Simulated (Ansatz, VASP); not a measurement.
# One calculation of Zr2Cd, two programs

```
Zr Cd
1.0
     0.00000    2.18834    6.99984
     2.18232    0.00000    6.99984
     2.18232    2.18834    0.00000
Zr Cd
2 1
Direct
  0.16884 0.16884 0.83116
  0.83116 0.83116 0.16884
  0.50000 0.50000 0.50000
```

Alike in both runs: task single point; functional LDA; k mesh 11 × 11 × 11; occupations fermi-dirac, width 0.05 eV; no spin polarisation.

|  | VASP | Ansatz |
| --- | --- | --- |
| version | VASP 6.6.1 | Ansatz 0.2.0 |
| potentials or method | VASP PAW LDA potentials, release 64 (Zr_sv, Cd), cutoff 520 eV | all-electron LAPW, scalar-relativistic |

|  | VASP | Ansatz | Ansatz less VASP |
| --- | --- | --- | --- |
| pressure (GPa) | -6.3 | -6.6 | -0.26 |
| traceless stress, the component that is largest in VASP (GPa) | 0.22 | 0.16 | -0.067 |
| rms of the force components (eV/Å) | 0.007 | 0.002 | -0.0043 |

LDA's correlation is that of Perdew and Zunger in VASP and of Perdew and Wang (1992) in Ansatz. Atom by atom the forces differ by 0.004 eV/Å (rms over components). Ansatz ran all-electron here, and VASP with PAW potentials.
